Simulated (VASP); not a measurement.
# CdS (Greenockite) (P1) in VASP: notebook

Runs on CdS (Greenockite). Level: PBE. Tasks: single point.

Program: VASP 6.6.1. These are calculated values, not measurements. Logs are shortened: lines on timing, memory, paths and dates and some standing lists are left out, and cuts for length are marked.

## (1) The cell of the first run

The typed cell holds 4 atoms: a = 4.150 Å, b = 4.150 Å, c = 6.737 Å, α = 90.00°, β = 90.00°, γ = 120.00°.

## (2) Single point, PBE

Contents of INCAR:

```
ALGO = Normal
EDIFF = 1E-6
ENCUT = 520
GGA = PE
ISIF = 2
ISMEAR = 0
LASPH = True
LCHARG = True
LELF = True
LREAL = False
LVHAR = True
LWAVE = False
NBANDS = 26
NELM = 80
PREC = Accurate
SIGMA = 0.01
```

Contents of KPOINTS:

```
k-points
0
Gamma
  6 6 4
```

Contents of POSCAR:

```
CdS
1.0
    4.1500000000      0.0000000000      0.0000000000
   -2.0750000000      3.5940054300      0.0000000000
    0.0000000000      0.0000000000      6.7370000000
Cd S
2 2
Direct
    0.3393574297      0.6666666667      0.0000000000
    0.6666666667      0.3333333333      0.5000000000
    0.3333333333      0.6666666667      0.3750000000
    0.6666666667      0.3333333333      0.8750000000
```

Potentials or basis: VASP PAW PBE potentials, release 64 (Cd, S).

Started as:

```
cat potpaw_PBE.64/Cd/POTCAR potpaw_PBE.64/S/POTCAR > POTCAR
mpirun -np 1 vasp_std > vasp.out
```

OUTCAR:

```text
EDIFF = 1E-6
   ENCUT = 520
   GGA = PE
   ISIF = 2
   ISMEAR = 0
   LASPH = True
   LREAL = False
   NELM = 80
   PREC = Accurate

 ion  position               nearest neighbor table
   1  0.339  0.667  0.000-   4 2.52   3 2.53   4 2.54   4 2.56
   2  0.667  0.333  0.500-   4 2.53   3 2.54   3 2.54   3 2.54
   3  0.333  0.667  0.375-   1 2.53   2 2.54   2 2.54   2 2.54
   4  0.667  0.333  0.875-   1 2.52   2 2.53   1 2.54   1 2.56

  LATTYP: Found a hexagonal cell.
 ALAT       =     4.1500000000
 C/A-ratio  =     1.6233734940

  Lattice vectors:

 A1 = (   4.1500000000,   0.0000000000,   0.0000000000)
 A2 = (  -2.0750000000,   3.5940054300,   0.0000000000)
 A3 = (   0.0000000000,   0.0000000000,   6.7370000000)

Analysis of symmetry for initial positions (statically):
=====================================================================
 Subroutine PRICEL returns:
 Original cell was already a primitive cell.

 Routine SETGRP: Setting up the symmetry group for a
 hexagonal supercell.

 Subroutine GETGRP returns: Found  1 space group operations
 (whereof  1 operations were pure point group operations)
 out of a pool of 24 trial point group operations.

The static configuration has the point symmetry C_1 .

Analysis of symmetry for dynamics (positions and initial velocities):
=====================================================================
 Subroutine PRICEL returns:
 Original cell was already a primitive cell.

 Routine SETGRP: Setting up the symmetry group for a
 hexagonal supercell.

 Subroutine GETGRP returns: Found  1 space group operations
 (whereof  1 operations were pure point group operations)
 out of a pool of 24 trial point group operations.

The dynamic configuration has the point symmetry C_1 .

 Subroutine INISYM returns: Found  1 space group operations
 (whereof  1 operations are pure point group operations),
 and found     1 'primitive' translations

----------------------------------------------------------------------------------------

                                     Primitive cell

  volume of cell :     100.4832

  direct lattice vectors                    reciprocal lattice vectors
     4.150000000  0.000000000  0.000000000     0.240963855  0.139120547  0.000000000
    -2.075000000  3.594005430  0.000000000     0.000000000  0.278241093  0.000000000
     0.000000000  0.000000000  6.737000000     0.000000000  0.000000000  0.148434021

  length of vectors
     4.150000000  4.150000004  6.737000000     0.278241094  0.278241093  0.148434021

  position of ions in fractional coordinates (direct lattice)
     0.339357430  0.666666667  0.000000000
     0.666666667  0.333333333  0.500000000
     0.333333333  0.666666667  0.375000000
     0.666666667  0.333333333  0.875000000

  ion indices of the primitive-cell ions
   primitive index   ion index
                 1           1
                 2           2
                 3           3
                 4           4

----------------------------------------------------------------------------------------

 KPOINTS: k-points

Automatic generation of k-mesh.
 Grid dimensions read from file:
 generate k-points for:    6    6    4

 Generating k-lattice:

  Cartesian coordinates                     Fractional coordinates (reciprocal lattice)
     0.040160643  0.023186758  0.000000000     0.166666667 -0.000000000  0.000000000
     0.000000000  0.046373516  0.000000000     0.000000000  0.166666667  0.000000000
     0.000000000  0.000000000  0.037108505     0.000000000  0.000000000  0.250000000

  Length of vectors
     0.046373516  0.046373516  0.037108505

  Shift w.r.t. Gamma in fractional coordinates (k-lattice)
     0.000000000  0.000000000  0.000000000

 Subroutine IBZKPT returns following result:
 ===========================================

 Found     76 irreducible k-points:

 Following reciprocal coordinates:
            Coordinates               Weight
  0.000000  0.000000  0.000000      1.000000
  0.166667  0.000000  0.000000      2.000000
  0.000000  0.166667  0.000000      2.000000
 -0.166667  0.166667  0.000000      2.000000
  0.333333  0.000000  0.000000      2.000000
  0.000000  0.333333  0.000000      2.000000
[... 16 lines left out ...]
  0.000000  0.166667  0.250000      2.000000
 -0.166667  0.166667  0.250000      2.000000
 [... further k-points ...]
   k-points           NKPTS =     76   k-points in BZ     NKDIM =     76   number of bands    NBANDS=     26
   number of dos      NEDOS =    301   number of ions     NIONS =      4
   total plane-waves  NPLWV =  51200
   dimension x,y,z NGX =    32 NGY =   32 NGZ =   50
   dimension x,y,z NGXF=    64 NGYF=   64 NGZF=  100
   ions per type =               2   2
   NGX,Y,Z   is equivalent  to a cutoff of  12.82, 12.82, 12.34 a.u.
   NGXF,Y,Z  is equivalent  to a cutoff of  25.64, 25.64, 24.68 a.u.
 SYSTEM =  unknown system
   PREC   = accura    normal or accurate (medium, high low for compatibility)
   ISTART =      0    job   : 0-new  1-cont  2-samecut
   ICHARG =      2    charge: 1-file 2-atom 10-const
   ISPIN  =      1    spin polarized calculation?
   LNONCOLLINEAR =      F non collinear calculations
   LSORBIT =      F    spin-orbit coupling
   LASPH  =      T    aspherical Exc in radial PAW
   ENCUT  =  520.0 eV  38.22 Ry    6.18 a.u.   7.72  7.72 12.53*2*pi/ulx,y,z
   NELM   =     80;   NELMIN=  2; NELMDL= -5     # of ELM steps
   EDIFF  = 0.1E-05   stopping-criterion for ELM
   LREAL  =      F    real-space projection
   EDIFFG = 0.1E-04   stopping-criterion for IOM
   NSW    =      0    number of steps for IOM
   IBRION =     -1    ionic relax: 0-MD 1-quasi-New 2-CG
   NFREE  =      0    steps in history (QN), initial steepest desc. (CG)
   ISIF   =      2    stress and relaxation
   ISYM   =      2    0-nonsym 1-usesym 2-fastsym
   POTIM  = 0.5000    time-step for ionic-motion
   TEBEG  =    0.0;   TEEND  =   0.0 temperature during run
   PSTRESS=    0.0 pullay stress
   NELECT =      36.0000    total number of electrons
   NUPDOWN=      -1.0000    fix difference up-down
   EMIN   =  10.00;   EMAX   =-10.00  energy-range for DOS
   EFERMI =   0.00;   METHOD = LEGACY
   ISMEAR =     0;   SIGMA  =   0.01  broadening in eV -4-tet -1-fermi 0-gaus
   EFERMI_NEDOS =   21; number of points for ismear=-14 and -15
   IALGO  =     38    algorithm
   IMIX   =      4    mixing-type and parameters
     AMIX     =   0.40;   BMIX     =  1.00
     AMIX_MAG =   1.60;   BMIX_MAG =  1.00
  volume/ion in A,a.u.               =      25.12       169.52
  Fermi-wavevector in a.u.,A,eV,Ry     =   1.162727  2.197236 18.394190  1.351935
  Thomas-Fermi vector in A             =   2.299285
   LORBIT       =      0    0 simple, 1 ext, 2 COOP (PROOUT), +10 PAW based schemes
   GGA     = PE    functional components
   LHFCALC =     F    Hartree Fock is set to
   AEXX    =    0.0000 exact exchange contribution
   IVDW    =     0    specifies the selected vdW correction
   LEPSILON=     F    determine dielectric tensor
   LRPA    =     F    only Hartree local field effects (RPA)
 non-spin polarized calculation
 Gauss-broadening in eV      SIGMA  =   0.01
  energy-cutoff  :      520.00
  volume of cell :      100.48
 maximum number of plane-waves:      2731
   NGX = 15   NGY = 15   NGZ = 25

 number of electron      35.9999997 magnetization

 Free energy of the ion-electron system (eV)
  ---------------------------------------------------
  ext. energy  EPLUGINS =         0.00000000
  ---------------------------------------------------
  free energy    TOTEN  =       -12.26412605 eV

  energy without entropy =      -12.26412605  energy(sigma->0) =      -12.26412605

 E-fermi :   1.3015     XC(G=0):  -9.0849

 val. band max:        1.2093093631   @ k =   0.0000   0.0000   0.0000
 cond. band min:       2.4050622442   @ k =   0.0000   0.0000   0.0000
 fundamental gap:      1.1957528811
 Fermi energy:         1.3015104952

 k-point     1 :       0.0000    0.0000    0.0000
  band No.  band energies     occupation
      1     -11.0907      2.00000
      2     -10.6659      2.00000
      3      -6.4692      2.00000
      4      -6.4526      2.00000
      5      -6.4381      2.00000
      6      -6.3630      2.00000
[... 18 lines left out ...]
     25       8.8130      0.00000
     26       8.9079      0.00000

 k-point     2 :       0.1667    0.0000    0.0000
  band No.  band energies     occupation
      1     -10.9990      2.00000
      2     -10.6273      2.00000
      3      -6.4365      2.00000
      4      -6.4177      2.00000
      5      -6.3715      2.00000
      6      -6.3126      2.00000
[... 18 lines left out ...]
     25       8.7584      0.00000
     26       9.3778      0.00000

 k-point     3 :       0.0000    0.1667    0.0000
  band No.  band energies     occupation
      1     -10.9985      2.00000
      2     -10.6271      2.00000
      3      -6.4359      2.00000
      4      -6.4109      2.00000
      5      -6.3761      2.00000
      6      -6.3161      2.00000
[... 18 lines left out ...]
     25       8.7535      0.00000
     26       9.3622      0.00000

 k-point     4 :      -0.1667    0.1667    0.0000
  band No.  band energies     occupation
      1     -10.9981      2.00000
      2     -10.6270      2.00000
      3      -6.4338      2.00000
      4      -6.4041      2.00000
      5      -6.3823      2.00000
      6      -6.3188      2.00000
[... 18 lines left out ...]
     25       8.7498      0.00000
     26       9.3452      0.00000
[... 496 lines left out ...]
      1     -10.9423      2.00000
      2     -10.6779      2.00000
      3      -6.4176      2.00000
      4      -6.4033      2.00000
      5      -6.3563      2.00000
      6      -6.3295      2.00000
[... 18 lines left out ...]
     25       8.8358      0.00000
     26       9.0684      0.00000

 k-point    23 :       0.0000    0.1667    0.2500
  band No.  band energies     occupation
      1     -10.9416      2.00000
      2     -10.6780      2.00000
      3      -6.4124      2.00000
      4      -6.4000      2.00000
      5      -6.3582      2.00000
      6      -6.3262      2.00000
[... 18 lines left out ...]
     25       8.8397      0.00000
     26       9.0571      0.00000

 k-point    24 :      -0.1667    0.1667    0.2500
  band No.  band energies     occupation
      1     -10.9409      2.00000
      2     -10.6782      2.00000
      3      -6.4091      2.00000
      4      -6.3916      2.00000
      5      -6.3624      2.00000
      6      -6.3318      2.00000
[... 18 lines left out ...]
     25       8.8454      0.00000
     26       9.0439      0.00000

 [... further k-points ...]
[... 5 lines left out ...]
  --------------------------------------------------------------------------------------
  -------------------------------------------------------------------------------------
  Total        1.3881337      1.3820474      1.7836533     -0.1370906      0.0043553     -0.1013499
  in kB       22.1334186     22.0363739     28.4398729     -2.1858732      0.0694440     -1.6159971
  external PRESSURE =      24.2032218 kB  Pullay stress =       0.0000000 kB

 VOLUME and BASIS-vectors are now :
 -----------------------------------------------------------------------------
  energy-cutoff  :      520.00
  volume of cell :      100.48
      direct lattice vectors                 reciprocal lattice vectors
     4.150000000  0.000000000  0.000000000     0.240963855  0.139120547  0.000000000
    -2.075000000  3.594005430  0.000000000     0.000000000  0.278241093  0.000000000
     0.000000000  0.000000000  6.737000000     0.000000000  0.000000000  0.148434021

 POSITION                                       TOTAL-FORCE (eV/Angst)
 -----------------------------------------------------------------------------------
      0.02500      2.39600      0.00000        -0.123072      0.004753     -0.065032
      2.07500      1.19800      3.36850        -0.002389     -0.000026     -0.068555
     -0.00000      2.39600      2.52637         0.000164      0.000219      0.067884
      2.07500      1.19800      5.89487         0.125297     -0.004946      0.065703
 -----------------------------------------------------------------------------------
    total drift:                               -0.000122     -0.000165     -0.000662

  FREE ENERGIE OF THE ION-ELECTRON SYSTEM (eV)
  ---------------------------------------------------
  free  energy   TOTEN  =       -12.2641260483 eV

  energy  without entropy=      -12.2641260483  energy(sigma->0) =      -12.26412605
```

Run time: 62 s. Hardware: 1 thread of Intel Xeon 6975P-C (Granite Rapids), shared host; peak memory 0.32 GiB.

What came out:

| Property | Result |
| --- | --- |
| Free energy | -12.2641 eV |
| Pressure | 2.4 GPa |
| Largest force | 0.142 eV/Å |
| Band gap on the k mesh | 1.20 eV, direct |

Forces on the atoms (eV/Å):
```
Cd  -0.123  0.005 -0.065
Cd  -0.002  0.000 -0.069
S    0.000  0.000  0.068
S    0.125 -0.005  0.066
```

Stress tensor (GPa, compression positive):
```
 2.21 -0.22 -0.16
-0.22  2.20  0.01
-0.16  0.01  2.84
```

PBE gaps usually lie below the measured ones, often by a third to a half.

(Continued in part 2 of 2.)
